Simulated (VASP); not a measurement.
Crystal: TePb.

```xyz
2
Lattice="0.0000 3.2270 3.2270 3.2270 0.0000 3.2270 3.2270 3.2270 0.0000" Properties=species:S:1:pos:R:3 pbc="T T T"
Pb    3.2270    3.2270    3.2270
Te    0.0000    0.0000    0.0000
```

Base run:

- Program: VASP 6.6.1
- Functional: r2SCAN
- Dispersion: rVV10
- Potentials or basis: VASP PAW PBE potentials, release 64 (Pb_d, Te)
- Cutoff: 550 eV
- k mesh: 6 × 6 × 6
- Occupations: gaussian, width 0.05 eV
- Spin: no spin polarisation

Its results: band gap on the k mesh 0.98 eV, direct; pressure 1.0 GPa.

Task: The run is repeated on the same cell with these changes: functional from r2SCAN to revPBE; dispersion from rVV10 to none; cutoff from 550 eV to 500 eV. What comes out?

Result: Band gap on the k mesh 0.77 eV, direct; pressure 3.4 GPa.

Several settings changed at once, so the effect can't be laid on one alone.

Caveats: the PAW data sets were made with another functional, which shifts forces and pressure a little; spin-orbit coupling is left out, which moves the levels of the heavy elements.

A k mesh can miss the band edges.
